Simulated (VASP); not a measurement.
# Al32H (a cell with a defect) in VASP: single point with PBE

Aim: the single point of Al32H (a cell with a defect) with PBE.

Program: VASP 6.6.1. These are calculated values, not measurements. Logs are shortened: lines on timing, memory, paths and dates and some standing lists are left out, and cuts for length are marked.

**1. The cell of the first run**

The cell holds a defect, 33 atoms: a = 8.100 Å, b = 8.100 Å, c = 8.100 Å, α = 90.00°, β = 90.00°, γ = 90.00°.

**2. Single point, PBE**

Contents of INCAR:

```
SYSTEM = Al32H
PREC = Accurate ; ENCUT = 520
EDIFF = 1E-6 ; ISMEAR = 0
SIGMA = 0.05 ; LREAL = Auto
LASPH = .True. ; NELM = 80
ALGO = Normal ; ISIF = 2
LWAVE = .False. ; LCHARG = .False.
GGA = PE ; NBANDS = 70
```

Contents of KPOINTS:

```
Automatic mesh
0
Gamma
  2 2 2
  0 0 0
```

Contents of POSCAR:

```
Al32H
1.0
    8.1000000000      0.0000000000      0.0000000000
    0.0000000000      8.1000000000      0.0000000000
    0.0000000000      0.0000000000      8.1000000000
Al H
32 1
Direct
    0.5009306173     -0.0038558025      0.0026690123
    0.7520827160      0.2525656790      0.0009153086
    0.7521181481      0.0000492593      0.2477455556
   -0.0005202469      0.0013551852      0.0005614815
    0.2603349383      0.2431843210      0.0107687654
    0.4977332099      0.4970488889      0.0008988889
    0.7488890123      0.7534925926      0.0026690123
    0.2524359259     -0.0039771605      0.2508507407
    0.5018446914      0.2517625926      0.2517218519
    0.7479683951      0.4978391358      0.2517343210
    0.4977165432      0.0000492593      0.5022008642
    0.7479890123      0.2517639506      0.4982258025
    0.7489027160     -0.0038503704      0.7472754321
   -0.0105350617      0.5064270370      0.0107803704
    0.2503362963      0.7482607407      0.0005430864
   -0.0010166667      0.2525100000      0.2477972840
    0.2508319753      0.4971083951      0.2477920988
    0.4977144444      0.7495924691      0.2477416049
   -0.0026095062     -0.0039691358      0.4990991358
    0.2508462963      0.2525079012      0.5021396296
    0.5018582716      0.4978396296      0.4982038272
    0.7521146914      0.7495969136      0.5021977778
    0.2503522222      0.0013558025      0.7493855556
    0.4977340741      0.2525709877      0.7490318519
    0.7520824691      0.4970562963      0.7490353086
   -0.0026106173      0.7536108642      0.2508525926
   -0.0010097531      0.4971134568      0.5021397531
    0.2524340741      0.7536149383      0.4990833333
   -0.0104966667      0.2432074074      0.7391914815
    0.2603518519      0.5064325926      0.7391448148
    0.5009371605      0.7534919753      0.7472714815
   -0.0005102469      0.7482608642      0.7493930864
    0.1248992593      0.3747800000      0.8749607407
```

Potentials or basis: VASP PAW PBE potentials, release 64 (Al, H).

Started as:

```
cat potpaw_PBE.64/Al/POTCAR potpaw_PBE.64/H/POTCAR > POTCAR
mpirun -np 1 vasp_std > vasp.out
```

OUTCAR:

```text
SYSTEM = Al32H
   PREC = Accurate
   ENCUT = 520
   EDIFF = 1E-6
   ISMEAR = 0
   LREAL = Auto
   LASPH = .True.
   NELM = 80
   ISIF = 2
   GGA = PE

 ion  position               nearest neighbor table
   1  0.501  0.996  0.003-   5 2.79   7 2.81  18 2.82   3 2.84   8 2.84  31 2.85  15 2.86  13 2.88
                            23 2.89   9 2.89   2 2.91  24 2.92
   2  0.752  0.253  0.001-  14 2.82  16 2.83  10 2.84  25 2.84   4 2.86   6 2.86   3 2.86  29 2.86
                             9 2.87  24 2.90   1 2.91  13 2.92
   3  0.752  0.000  0.248-   7 2.82  26 2.82   4 2.83   1 2.84  19 2.84  16 2.86   2 2.86   9 2.88
                            12 2.88  18 2.89  22 2.89  11 2.91
   4  0.999  0.001  0.001-   3 2.83  26 2.85  16 2.85   7 2.86   2 2.86  23 2.88   5 2.88   8 2.88
                            29 2.89  13 2.89  15 2.89  32 2.89
   5  0.260  0.243  0.011-  33 1.88   9 2.76   8 2.79   1 2.79  17 2.81   6 2.82  16 2.86  24 2.86
                             4 2.88  23 2.89  14 3.06  30 3.06  29 3.11
   6  0.498  0.497  0.001-   5 2.82  17 2.83   9 2.84  24 2.84  15 2.86   2 2.86  18 2.86  30 2.86
                            10 2.87  25 2.90   7 2.91  31 2.92
   7  0.749  0.753  0.003-  14 2.79   1 2.81   3 2.82  18 2.84  26 2.84  13 2.85   4 2.86  31 2.88
                            32 2.89  10 2.89   6 2.91  25 2.92
   8  0.252  0.996  0.251-   5 2.79  28 2.81  18 2.82   1 2.84  11 2.84  26 2.85  15 2.85   4 2.88
                            19 2.88   9 2.89  20 2.91  16 2.92
   9  0.502  0.252  0.252-   5 2.76  10 2.82  21 2.82  12 2.82   6 2.84  17 2.84   2 2.87  20 2.87
[... 32 lines left out ...]
                            21 2.87   6 2.90  31 2.91   7 2.92
  26  0.997  0.754  0.251-  14 2.79  19 2.81   3 2.82   7 2.84  22 2.84   8 2.85   4 2.85  15 2.88
                            28 2.88  10 2.89  27 2.91  17 2.92
  27  0.999  0.497  0.502-  29 2.81  25 2.83  12 2.84  20 2.84  32 2.85  16 2.86  30 2.86  22 2.86
                            10 2.87  17 2.90  26 2.91  28 2.92
  28  0.252  0.754  0.499-  30 2.79   8 2.81  11 2.82  31 2.84  18 2.84  19 2.85  23 2.85  32 2.88
                            26 2.88  21 2.89  17 2.91  27 2.92
  29  0.990  0.243  0.739-  33 1.88  12 2.76  19 2.79  13 2.79  27 2.81  25 2.82  20 2.86   2 2.86
                            23 2.88   4 2.89  30 3.06  14 3.06   5 3.11
  30  0.260  0.506  0.739-  33 1.88  21 2.76  28 2.79  31 2.79  20 2.81  24 2.82  27 2.86   6 2.86
                            32 2.88  15 2.89  29 3.06   5 3.06  14 3.11
  31  0.501  0.753  0.747-  30 2.79  13 2.81  11 2.82  22 2.84  28 2.84   1 2.85  23 2.85   7 2.88
                            15 2.89  21 2.89  25 2.91   6 2.92
  32  0.999  0.748  0.749-  22 2.83  19 2.85  27 2.85  13 2.86  25 2.86  15 2.88  30 2.88  28 2.88
                            14 2.89   7 2.89  23 2.89   4 2.89
  33  0.125  0.375  0.875-  29 1.88   5 1.88  14 1.88  30 1.88

  LATTYP: Found a simple cubic cell.
 ALAT       =     8.1000000000

  Lattice vectors:

 A1 = (   8.1000000000,   0.0000000000,   0.0000000000)
 A2 = (   0.0000000000,   8.1000000000,   0.0000000000)
 A3 = (   0.0000000000,   0.0000000000,   8.1000000000)

Analysis of symmetry for initial positions (statically):
=====================================================================
 Subroutine PRICEL returns:
 Original cell was already a primitive cell.

 Routine SETGRP: Setting up the symmetry group for a
 simple cubic supercell.

 Subroutine GETGRP returns: Found  1 space group operations
 (whereof  1 operations were pure point group operations)
 out of a pool of 48 trial point group operations.

The static configuration has the point symmetry C_1 .

Analysis of symmetry for dynamics (positions and initial velocities):
=====================================================================
 Subroutine PRICEL returns:
 Original cell was already a primitive cell.

 Routine SETGRP: Setting up the symmetry group for a
 simple cubic supercell.

 Subroutine GETGRP returns: Found  1 space group operations
 (whereof  1 operations were pure point group operations)
 out of a pool of 48 trial point group operations.

The dynamic configuration has the point symmetry C_1 .

 Subroutine INISYM returns: Found  1 space group operations
 (whereof  1 operations are pure point group operations),
 and found     1 'primitive' translations

----------------------------------------------------------------------------------------

                                     Primitive cell

  volume of cell :     531.4410

  direct lattice vectors                    reciprocal lattice vectors
[... 83 lines left out ...]
 Grid dimensions read from file:
 generate k-points for:    2    2    2

 Generating k-lattice:

  Cartesian coordinates                     Fractional coordinates (reciprocal lattice)
     0.061728395  0.000000000  0.000000000     0.500000000  0.000000000  0.000000000
     0.000000000  0.061728395  0.000000000     0.000000000  0.500000000  0.000000000
     0.000000000  0.000000000  0.061728395     0.000000000  0.000000000  0.500000000

  Length of vectors
     0.061728395  0.061728395  0.061728395

  Shift w.r.t. Gamma in fractional coordinates (k-lattice)
     0.000000000  0.000000000  0.000000000

 Subroutine IBZKPT returns following result:
 ===========================================

 Found      8 irreducible k-points:

 Following reciprocal coordinates:
            Coordinates               Weight
  0.000000  0.000000  0.000000      1.000000
  0.500000  0.000000  0.000000      1.000000
  0.000000  0.500000  0.000000      1.000000
  0.000000  0.000000  0.500000      1.000000
  0.500000  0.500000  0.000000      1.000000
  0.000000  0.500000  0.500000      1.000000
  0.500000  0.000000  0.500000      1.000000
  0.500000  0.500000  0.500000      1.000000
   k-points           NKPTS =      8   k-points in BZ     NKDIM =      8   number of bands    NBANDS=     70
   number of dos      NEDOS =    301   number of ions     NIONS =     33
   total plane-waves  NPLWV = 216000
   dimension x,y,z NGX =    60 NGY =   60 NGZ =   60
   dimension x,y,z NGXF=   120 NGYF=  120 NGZF=  120
   ions per type =              32   1
   NGX,Y,Z   is equivalent  to a cutoff of  12.31, 12.31, 12.31 a.u.
   NGXF,Y,Z  is equivalent  to a cutoff of  24.63, 24.63, 24.63 a.u.
 SYSTEM =  Al32H
   PREC   = accura    normal or accurate (medium, high low for compatibility)
   ISTART =      0    job   : 0-new  1-cont  2-samecut
   ICHARG =      2    charge: 1-file 2-atom 10-const
   ISPIN  =      1    spin polarized calculation?
   LNONCOLLINEAR =      F non collinear calculations
   LSORBIT =      F    spin-orbit coupling
   LASPH  =      T    aspherical Exc in radial PAW
   ENCUT  =  520.0 eV  38.22 Ry    6.18 a.u.  15.06 15.06 15.06*2*pi/ulx,y,z
   NELM   =     80;   NELMIN=  2; NELMDL= -5     # of ELM steps
   EDIFF  = 0.1E-05   stopping-criterion for ELM
   LREAL  =      T    real-space projection
   EDIFFG = 0.1E-04   stopping-criterion for IOM
   NSW    =      0    number of steps for IOM
   IBRION =     -1    ionic relax: 0-MD 1-quasi-New 2-CG
   NFREE  =      0    steps in history (QN), initial steepest desc. (CG)
   ISIF   =      2    stress and relaxation
   ISYM   =      2    0-nonsym 1-usesym 2-fastsym
   POTIM  = 0.5000    time-step for ionic-motion
   TEBEG  =    0.0;   TEEND  =   0.0 temperature during run
   PSTRESS=    0.0 pullay stress
   NELECT =      97.0000    total number of electrons
   NUPDOWN=      -1.0000    fix difference up-down
   EMIN   =  10.00;   EMAX   =-10.00  energy-range for DOS
   EFERMI =   0.00;   METHOD = LEGACY
   ISMEAR =     0;   SIGMA  =   0.05  broadening in eV -4-tet -1-fermi 0-gaus
   EFERMI_NEDOS =   21; number of points for ismear=-14 and -15
   IALGO  =     38    algorithm
   IMIX   =      4    mixing-type and parameters
     AMIX     =   0.40;   BMIX     =  1.00
     AMIX_MAG =   1.60;   BMIX_MAG =  1.00
  volume/ion in A,a.u.               =      16.10       108.68
  Fermi-wavevector in a.u.,A,eV,Ry     =   0.928639  1.754874 11.733269  0.862371
  Thomas-Fermi vector in A             =   2.054837
   LORBIT       =      0    0 simple, 1 ext, 2 COOP (PROOUT), +10 PAW based schemes
   GGA     = PE    functional components
   LHFCALC =     F    Hartree Fock is set to
   AEXX    =    0.0000 exact exchange contribution
   IVDW    =     0    specifies the selected vdW correction
   LEPSILON=     F    determine dielectric tensor
   LRPA    =     F    only Hartree local field effects (RPA)
 non-spin polarized calculation
 Gauss-broadening in eV      SIGMA  =   0.05
  energy-cutoff  :      520.00
  volume of cell :      531.44
 maximum number of plane-waves:     14400
   NGX = 31   NGY = 31   NGZ = 31

 number of electron      96.9999998 magnetization

 Free energy of the ion-electron system (eV)
  ---------------------------------------------------
  ext. energy  EPLUGINS =         0.00000000
  ---------------------------------------------------
  free energy    TOTEN  =      -122.50245060 eV

  energy without entropy =     -122.47269295  energy(sigma->0) =     -122.48757177

 E-fermi :   7.5802     XC(G=0): -10.1925

 val. band max:        7.5686540065   @ k =   0.0000   0.5000   0.0000
 cond. band min:       7.6585120096   @ k =   0.0000   0.0000   0.5000
 fundamental gap:      0.0898580031
 Fermi energy:         7.5802165693

 k-point     1 :       0.0000    0.0000    0.0000
  band No.  band energies     occupation
      1      -3.2681      2.00000
      2      -1.5761      2.00000
      3      -0.9733      2.00000
      4      -0.9688      2.00000
      5      -0.9392      2.00000
      6      -0.8798      2.00000
[... 493 lines left out ...]
     59      11.2356      0.00000
     60      11.2574      0.00000
 [bands above 60 left out]

------------------------ aborting loop because EDIFF is reached ----------------------------------------

  FORCE on cell =-STRESS in cart. coord.  units (eV):
  Direction    XX          YY          ZZ          XY          YZ          ZX
  --------------------------------------------------------------------------------------
  -------------------------------------------------------------------------------------
  Total        2.5303218      3.8071622      2.4306759      0.0004201     -0.0000534     -0.0001505
  in kB        7.6283617     11.4777538      7.3279515      0.0012664     -0.0001609     -0.0004538
  external PRESSURE =       8.8113557 kB  Pullay stress =       0.0000000 kB

 VOLUME and BASIS-vectors are now :
 -----------------------------------------------------------------------------
  energy-cutoff  :      520.00
  volume of cell :      531.44
      direct lattice vectors                 reciprocal lattice vectors
     8.100000000  0.000000000  0.000000000     0.123456790  0.000000000  0.000000000
     0.000000000  8.100000000  0.000000000     0.000000000  0.123456790  0.000000000
     0.000000000  0.000000000  8.100000000     0.000000000  0.000000000  0.123456790

 POSITION                                       TOTAL-FORCE (eV/Angst)
 -----------------------------------------------------------------------------------
      4.05754      8.06877      0.02162         0.008435     -0.002323     -0.010196
      6.09187      2.04578      0.00741         0.002431     -0.001309     -0.006420
      6.09216      0.00040      2.00674        -0.004994     -0.000942      0.006005
      8.09579      0.01098      0.00455         0.000723      0.006615     -0.004291
      2.10871      1.96979      0.08723         0.001591      0.001067     -0.004346
      4.03164      4.02610      0.00728        -0.003111      0.001157     -0.007690
[... 25 lines left out ...]
      8.09587      6.06091      6.07008        -0.000318     -0.005399      0.004669
      1.01168      3.03572      7.08718         0.000336      0.000463      0.000382
 -----------------------------------------------------------------------------------
    total drift:                                0.001123      0.005684     -0.001447

  FREE ENERGIE OF THE ION-ELECTRON SYSTEM (eV)
  ---------------------------------------------------
  free  energy   TOTEN  =      -122.5024505979 eV

  energy  without entropy=     -122.4726929477  energy(sigma->0) =     -122.48757177
```

Wall time 5.3 min (1 thread of AMD EPYC 9R14 (Zen 4), shared host); peak memory 0.52 GiB.

What came out:

| Quantity | Value |
| --- | --- |
| Free energy | -122.5025 eV |
| Pressure | 0.9 GPa |
| Largest force | 0.015 eV/Å |

Forces in eV/Å, atoms in the order of the input:
```
Al   0.008 -0.002 -0.010
Al   0.002 -0.001 -0.006
Al  -0.005 -0.001  0.006
Al   0.001  0.007 -0.004
Al   0.002  0.001 -0.004
Al  -0.003  0.001 -0.008
Al  -0.008  0.003 -0.010
Al  -0.007 -0.001  0.012
Al   0.009 -0.001  0.013
Al  -0.008  0.002  0.010
Al   0.004 -0.001 -0.006
Al  -0.009 -0.002 -0.012
Al  -0.008 -0.002  0.010
Al  -0.001 -0.001 -0.005
Al   0.000 -0.006 -0.004
Al   0.005 -0.001  0.001
Al  -0.006  0.000  0.001
Al   0.004  0.000  0.005
Al   0.008  0.000 -0.012
Al  -0.005 -0.001 -0.001
Al   0.007  0.002 -0.011
Al  -0.005  0.000 -0.006
Al  -0.001  0.006  0.004
Al  -0.003 -0.002  0.006
Al   0.004  0.001  0.007
Al   0.008  0.001  0.012
Al   0.006  0.000  0.000
Al  -0.007  0.001 -0.012
Al  -0.003  0.001  0.003
Al   0.001 -0.002  0.005
Al   0.008  0.003  0.010
Al   0.000 -0.005  0.005
H    0.000  0.000  0.000
```

Caveat: the k points lie up to 0.39 Å⁻¹ apart.
